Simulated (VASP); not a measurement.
# Zr (P6_3/mmc) in VASP: further runs, part 2 of 2

VASP 6.6.1.

## 3. Single point, PBE

File INCAR:

```
PREC = Accurate
ENCUT = 520
EDIFF = 1E-6
ISMEAR = -1
SIGMA = 0.05
LREAL = False
LASPH = True
NELM = 80
ALGO = Fast
ISIF = 2
LWAVE = False
LCHARG = False
GGA = PE
NBANDS = 19
```

File KPOINTS:

```
regular mesh
0
Gamma
  9 9 5
```

File POSCAR:

```
Zr
1.0
    3.2320000000      0.0000000000      0.0000000000
   -1.6160000000      2.7989941050      0.0000000000
    0.0000000000      0.0000000000      5.1470000000
Zr
2
Direct
    0.6666666667      0.3333333333      0.7500000000
    0.3333333333      0.6666666667      0.2500000000
```

Potentials or basis: VASP PAW PBE potentials, release 64 (Zr_sv).

Launch:

```
cat potpaw_PBE.64/Zr_sv/POTCAR > POTCAR
mpirun -np 1 vasp_std > vasp.out
```

OUTCAR:

```text
PREC = Accurate
   ENCUT = 520
   EDIFF = 1E-6
   ISMEAR = -1
   LREAL = False
   LASPH = True
   NELM = 80
   ISIF = 2
   GGA = PE

 ion  position               nearest neighbor table
   1  0.667  0.333  0.750-   2 3.18   2 3.18   2 3.18   2 3.18   2 3.18   2 3.18
   2  0.333  0.667  0.250-   1 3.18   1 3.18   1 3.18   1 3.18   1 3.18   1 3.18

  LATTYP: Found a hexagonal cell.
 ALAT       =     3.2320000000
 C/A-ratio  =     1.5925123762

  Lattice vectors:

 A1 = (   3.2320000000,   0.0000000000,   0.0000000000)
 A2 = (  -1.6160000000,   2.7989941050,   0.0000000000)
 A3 = (   0.0000000000,   0.0000000000,   5.1470000000)

Analysis of symmetry for initial positions (statically):
=====================================================================
 Subroutine PRICEL returns:
 Original cell was already a primitive cell.

 Routine SETGRP: Setting up the symmetry group for a
 hexagonal supercell.

 Subroutine GETGRP returns: Found 24 space group operations
 (whereof 12 operations were pure point group operations)
 out of a pool of 24 trial point group operations.

The static configuration has the point symmetry D_3d.
 The point group associated with its full space group is D_6h.

Analysis of symmetry for dynamics (positions and initial velocities):
=====================================================================
 Subroutine PRICEL returns:
 Original cell was already a primitive cell.

 Routine SETGRP: Setting up the symmetry group for a
 hexagonal supercell.

 Subroutine GETGRP returns: Found 24 space group operations
 (whereof 12 operations were pure point group operations)
 out of a pool of 24 trial point group operations.

The dynamic configuration has the point symmetry D_3d.
 The point group associated with its full space group is D_6h.

 Subroutine INISYM returns: Found 24 space group operations
 (whereof 12 operations are pure point group operations),
 and found     1 'primitive' translations

----------------------------------------------------------------------------------------

                                     Primitive cell

  volume of cell :      46.5616

  direct lattice vectors                    reciprocal lattice vectors
     3.232000000  0.000000000  0.000000000     0.309405941  0.178635603  0.000000000
    -1.616000000  2.798994105  0.000000000     0.000000000  0.357271206  0.000000000
     0.000000000  0.000000000  5.147000000     0.000000000  0.000000000  0.194287935

  length of vectors
     3.232000000  3.232000000  5.147000000     0.357271206  0.357271206  0.194287935

  position of ions in fractional coordinates (direct lattice)
     0.666666667  0.333333333  0.750000000
     0.333333333  0.666666667  0.250000000

  ion indices of the primitive-cell ions
   primitive index   ion index
                 1           1
                 2           2

----------------------------------------------------------------------------------------

 KPOINTS: regular mesh

Automatic generation of k-mesh.
 Grid dimensions read from file:
 generate k-points for:    9    9    5

 Generating k-lattice:

  Cartesian coordinates                     Fractional coordinates (reciprocal lattice)
     0.034378438  0.019848400  0.000000000     0.111111111  0.000000000  0.000000000
     0.000000000  0.039696801  0.000000000     0.000000000  0.111111111  0.000000000
     0.000000000  0.000000000  0.038857587     0.000000000  0.000000000  0.200000000

  Length of vectors
     0.039696801  0.039696801  0.038857587

  Shift w.r.t. Gamma in fractional coordinates (k-lattice)
     0.000000000  0.000000000  0.000000000

 Subroutine IBZKPT returns following result:
 ===========================================

 Found     36 irreducible k-points:

 Following reciprocal coordinates:
            Coordinates               Weight
  0.000000  0.000000  0.000000      1.000000
  0.111111  0.000000  0.000000      6.000000
  0.222222  0.000000  0.000000      6.000000
  0.333333  0.000000  0.000000      6.000000
  0.444444  0.000000  0.000000      6.000000
  0.111111  0.111111  0.000000      6.000000
[... 16 lines left out ...]
  0.333333  0.222222  0.200000     24.000000
  0.333333  0.333333  0.200000      4.000000
 [... further k-points ...]
   k-points           NKPTS =     36   k-points in BZ     NKDIM =     36   number of bands    NBANDS=     19
   number of dos      NEDOS =    301   number of ions     NIONS =      2
   total plane-waves  NPLWV =  23040
   dimension x,y,z NGX =    24 NGY =   24 NGZ =   40
   dimension x,y,z NGXF=    48 NGYF=   48 NGZF=   80
   ions per type =               2
   NGX,Y,Z   is equivalent  to a cutoff of  12.34, 12.34, 12.92 a.u.
   NGXF,Y,Z  is equivalent  to a cutoff of  24.69, 24.69, 25.84 a.u.
 SYSTEM =  unknown system
   PREC   = accura    normal or accurate (medium, high low for compatibility)
   ISTART =      0    job   : 0-new  1-cont  2-samecut
   ICHARG =      2    charge: 1-file 2-atom 10-const
   ISPIN  =      1    spin polarized calculation?
   LNONCOLLINEAR =      F non collinear calculations
   LSORBIT =      F    spin-orbit coupling
   LASPH  =      T    aspherical Exc in radial PAW
   ENCUT  =  520.0 eV  38.22 Ry    6.18 a.u.   6.01  6.01  9.57*2*pi/ulx,y,z
   NELM   =     80;   NELMIN=  2; NELMDL= -5     # of ELM steps
   EDIFF  = 0.1E-05   stopping-criterion for ELM
   LREAL  =      F    real-space projection
   EDIFFG = 0.1E-04   stopping-criterion for IOM
   NSW    =      0    number of steps for IOM
   IBRION =     -1    ionic relax: 0-MD 1-quasi-New 2-CG
   NFREE  =      0    steps in history (QN), initial steepest desc. (CG)
   ISIF   =      2    stress and relaxation
   ISYM   =      2    0-nonsym 1-usesym 2-fastsym
   POTIM  = 0.5000    time-step for ionic-motion
   TEBEG  =    0.0;   TEEND  =   0.0 temperature during run
   PSTRESS=    0.0 pullay stress
   NELECT =      24.0000    total number of electrons
   NUPDOWN=      -1.0000    fix difference up-down
   EMIN   =  10.00;   EMAX   =-10.00  energy-range for DOS
   EFERMI =   0.00;   METHOD = LEGACY
   ISMEAR =    -1;   SIGMA  =   0.05  broadening in eV -4-tet -1-fermi 0-gaus
   EFERMI_NEDOS =   21; number of points for ismear=-14 and -15
   IALGO  =     68    algorithm
   IMIX   =      4    mixing-type and parameters
     AMIX     =   0.40;   BMIX     =  1.00
     AMIX_MAG =   1.60;   BMIX_MAG =  1.00
  volume/ion in A,a.u.               =      23.28       157.11
  Fermi-wavevector in a.u.,A,eV,Ry     =   1.312611  2.480475 23.442130  1.722948
  Thomas-Fermi vector in A             =   2.442991
   LORBIT       =      0    0 simple, 1 ext, 2 COOP (PROOUT), +10 PAW based schemes
   GGA     = PE    functional components
   LHFCALC =     F    Hartree Fock is set to
   AEXX    =    0.0000 exact exchange contribution
   IVDW    =     0    specifies the selected vdW correction
   LEPSILON=     F    determine dielectric tensor
   LRPA    =     F    only Hartree local field effects (RPA)
 non-spin polarized calculation
 RMM-DIIS sequential band-by-band and
  energy-cutoff  :      520.00
  volume of cell :       46.56
 maximum number of plane-waves:      1284
   NGX = 13   NGY = 13   NGZ = 19

 number of electron      24.0000000 magnetization

 Free energy of the ion-electron system (eV)
  ---------------------------------------------------
  ext. energy  EPLUGINS =         0.00000000
  ---------------------------------------------------
  free energy    TOTEN  =       -17.05349783 eV

  energy without entropy =      -17.03726056  energy(sigma->0) =      -17.04537919

 E-fermi :   9.0079     XC(G=0): -11.0823

 val. band max:        8.9826149949   @ k =   0.3333   0.3333   0.4000
 cond. band min:       9.0166050710   @ k =   0.0000   0.0000   0.4000
 fundamental gap:      0.0339900761
 Fermi energy:         9.0079223831

 k-point     1 :       0.0000    0.0000    0.0000
  band No.  band energies     occupation
      1     -39.8458      2.00000
      2     -39.6914      2.00000
      3     -18.3693      2.00000
      4     -17.4992      2.00000
      5     -17.4992      2.00000
      6     -17.3627      2.00000
[... 11 lines left out ...]
     18      11.1287      0.00000
     19      13.4247      0.00000

 k-point     2 :       0.1111    0.0000    0.0000
  band No.  band energies     occupation
      1     -39.8321      2.00000
      2     -39.6857      2.00000
      3     -18.3319      2.00000
      4     -17.5807      2.00000
      5     -17.5258      2.00000
      6     -17.4419      2.00000
[... 476 lines left out ...]
 k-point    24 :       0.3333    0.3333    0.2000
  band No.  band energies     occupation
      1     -39.6743      2.00000
      2     -39.6743      2.00000
      3     -18.0303      2.00000
      4     -18.0228      2.00000
      5     -18.0228      2.00000
      6     -17.7702      2.00000
[... 11 lines left out ...]
     18      13.3903      0.00000
     19      15.7082      0.00000

 [... further k-points ...]
[... 5 lines left out ...]
  --------------------------------------------------------------------------------------
  -------------------------------------------------------------------------------------
  Total        0.0579756      0.0579756      0.3140031      0.0000000      0.0000000      0.0000000
  in kB        1.9949346      1.9949346     10.8048057      0.0000000      0.0000000      0.0000000
  external PRESSURE =       4.9315583 kB  Pullay stress =       0.0000000 kB

 VOLUME and BASIS-vectors are now :
 -----------------------------------------------------------------------------
  energy-cutoff  :      520.00
  volume of cell :       46.56
      direct lattice vectors                 reciprocal lattice vectors
     3.232000000  0.000000000  0.000000000     0.309405941  0.178635603  0.000000000
    -1.616000000  2.798994105  0.000000000     0.000000000  0.357271206  0.000000000
     0.000000000  0.000000000  5.147000000     0.000000000  0.000000000  0.194287935

 POSITION                                       TOTAL-FORCE (eV/Angst)
 -----------------------------------------------------------------------------------
      1.61600      0.93300      3.86025        -0.000000      0.000000      0.000000
     -0.00000      1.86600      1.28675         0.000000     -0.000000      0.000000
 -----------------------------------------------------------------------------------
    total drift:                               -0.000000      0.000000     -0.000000

  FREE ENERGIE OF THE ION-ELECTRON SYSTEM (eV)
  ---------------------------------------------------
  free  energy   TOTEN  =       -17.0534978265 eV

  energy  without entropy=      -17.0372605588  energy(sigma->0) =      -17.04537919
```

stdout:

```text
POSCAR found type information on POSCAR Zr
 POSCAR found :  1 types and       2 ions
 scaLAPACK will be used
 LDA part: xc-table for (Slater+PW92), standard interpolation
 POSCAR, INCAR and KPOINTS ok, starting setup
 FFT: planning ... GRIDC
 FFT: planning ... GRID_SOFT
 FFT: planning ... GRID
 WAVECAR not read
 entering main loop
WARNING in EDDRMM: call to ZHEGV failed, returncode =   8  4      6
```

Run time: 23 s. Hardware: 1 thread of AMD EPYC 9R45 (Zen 5), shared host; peak memory 0.13 GiB.

What came out:

- Free energy: -17.0535 eV
- Pressure: 0.5 GPa
- Band gap on the k mesh: zero (band 12 reaches 9.86 eV, above the bottom of band 13 at 8.74 eV)

Levels at points of the mesh, in eV from the Fermi level:
```
           k point  band 8  band 9  band 10  band 11  band 12  band 13  band 14  band 15  band 16  band 17
(0.00, 0.00, 0.00)  -26.37   -5.67    -3.05     0.85     0.85     1.00     1.16     1.54     1.54     2.12
```

## 4. Single point, PBE (volume scaled by 1.02)

File INCAR:

```
ALGO = Fast ; EDIFF = 1E-6
ENCUT = 520 ; GGA = PE
ISIF = 2 ; ISMEAR = -1
LASPH = T ; LCHARG = F
LREAL = F ; LWAVE = F
NBANDS = 19 ; NELM = 80
PREC = Accurate ; SIGMA = 0.05
```

File KPOINTS:

```
k-points
0
Gamma
  9 9 5
```

File POSCAR:

```
Zr
1.0
    3.2534045973      0.0000000000      0.0000000000
   -1.6267022986      2.8175310300      0.0000000000
    0.0000000000      0.0000000000      5.1810870861
Zr
2
Direct
    0.6666666667      0.3333333333      0.7500000000
    0.3333333333      0.6666666667      0.2500000000
```

Launch:

```
cat potpaw_PBE.64/Zr_sv/POTCAR > POTCAR
mpirun -np 1 vasp_std > vasp.out
```

Wall time 24 s (1 thread of AMD EPYC 9R45 (Zen 5), shared host); peak memory 0.13 GiB.

It converged, with:

```
Free energy            : -17.0513 eV
Pressure               : -1.4 GPa
Band gap on the k mesh : zero (band 12 reaches 9.63 eV, above the bottom of band 13 at 8.51 eV)
```

Stress tensor (GPa, compression positive):
```
-1.59  0.00  0.00
 0.00 -1.59  0.00
 0.00  0.00 -0.89
```

Levels at points of the mesh, in eV from the Fermi level:
```
           k point  band 9  band 10  band 11  band 12  band 13  band 14  band 15  band 16
(0.00, 0.00, 0.00)   -5.63    -2.99     0.85     0.85     0.99     1.09     1.52     1.52
```

## 5. Single point, PBE (volume scaled by 1.04)

File INCAR:

```
SYSTEM = Zr
PREC = Accurate ; ENCUT = 520
EDIFF = 1E-6 ; ISMEAR = -1
SIGMA = 0.05 ; LREAL = .FALSE.
LASPH = .TRUE. ; NELM = 80
ALGO = Normal ; ISIF = 2
LWAVE = .FALSE. ; LCHARG = .FALSE.
GGA = PE ; NBANDS = 19
```

File KPOINTS:

```
Automatic mesh
0
G
  9 9 5
  0 0 0
```

File POSCAR:

```
Zr
1.0
    3.2745311931      0.0000000000      0.0000000000
   -1.6372655966      2.8358271987      0.0000000000
    0.0000000000      0.0000000000      5.2147314515
Zr
2
Direct
    0.6666666667      0.3333333333      0.7500000000
    0.3333333333      0.6666666667      0.2500000000
```

Launch:

```
cat potpaw_PBE.64/Zr_sv/POTCAR > POTCAR
mpirun -np 1 vasp_std > vasp.out
```

Run time: 14 s. Hardware: 1 thread of AMD EPYC 9R45 (Zen 5), shared host; peak memory 0.13 GiB.

Results (log left out):

```
Free energy            : -17.0389 eV
Pressure               : -3.0 GPa
Band gap on the k mesh : zero (band 12 reaches 9.42 eV, above the bottom of band 13 at 8.30 eV)
```

Stress tensor (GPa, compression positive):
```
-3.23  0.00  0.00
 0.00 -3.23  0.00
 0.00  0.00 -2.68
```

Levels at points of the mesh, in eV from the Fermi level:
```tsv
k point	band 8	band 9	band 10	band 11	band 12	band 13	band 14	band 15	band 16	band 17
(0.00, 0.00, 0.00)	-26.49	-5.60	-2.94	0.84	0.84	0.98	1.02	1.50	1.50	2.05
```

## 6. Single point, PBE (volume scaled by 1.06)

File INCAR:

```
SYSTEM = Zr
  PREC = Accurate
  ENCUT = 520
  EDIFF = 1E-6
  ISMEAR = -1
  SIGMA = 0.05
  LREAL = .False.
  LASPH = .True.
  NELM = 80
  ALGO = Normal
  ISIF = 2
  LWAVE = .False.
  LCHARG = .True.
  GGA = PE
  LELF = .True.
  LVHAR = .True.
  NBANDS = 19
```

File KPOINTS:

```
Automatic mesh
0
Gamma
  9 9 5
  0 0 0
```

File POSCAR:

```
Zr
1.0
    3.2953886421      0.0000000000      0.0000000000
   -1.6476943210      2.8538902793      0.0000000000
    0.0000000000      0.0000000000      5.2479471970
Zr
2
Direct
    0.6666666667      0.3333333333      0.7500000000
    0.3333333333      0.6666666667      0.2500000000
```

Potentials or basis: VASP PAW PBE potentials, release 64 (Zr_sv).

Launch:

```
cat potpaw_PBE.64/Zr_sv/POTCAR > POTCAR
mpirun -np 1 vasp_std > vasp.out
```

Run time: 19 s. Hardware: 1 thread of AMD EPYC 9R45 (Zen 5), shared host; peak memory 0.15 GiB.

It converged, with:

- Free energy: -17.0170 eV
- Pressure: -4.6 GPa
- Band gap on the k mesh: zero (band 12 reaches 9.21 eV, above the bottom of band 13 at 8.09 eV)

Stress tensor (GPa, compression positive):
```
-4.73  0.00  0.00
 0.00 -4.73  0.00
 0.00  0.00 -4.34
```

Levels at points of the mesh, in eV from the Fermi level:
```
           k point  band 8  band 9  band 10  band 11  band 12  band 13  band 14  band 15  band 16  band 17
(0.00, 0.00, 0.00)  -26.56   -5.56    -2.89     0.84     0.84     0.95     0.97     1.47     1.47     2.01
```

## 7. The runs side by side

```csv
cell,gap on the mesh (eV),pressure (GPa)
"a = 3.232, b = 3.232, c = 5.147 Å, angles 90.0, 90.0, 120.0°, 2 atoms",none,0.5
"a = 3.253, b = 3.253, c = 5.181 Å, angles 90.0, 90.0, 120.0°, 2 atoms",none,-1.4
"a = 3.275, b = 3.275, c = 5.215 Å, angles 90.0, 90.0, 120.0°, 2 atoms",none,-3.0
"a = 3.295, b = 3.295, c = 5.248 Å, angles 90.0, 90.0, 120.0°, 2 atoms",none,-4.6
```

Alike in all rows: task single point; level PBE; potentials or basis VASP PAW PBE potentials, release 64 (Zr_sv); no spin polarisation; k mesh 9 × 9 × 5; cutoff (eV) 520; smearing fermi-dirac 0.05 eV.

Absolute energies hang on the potentials; compare differences alone.
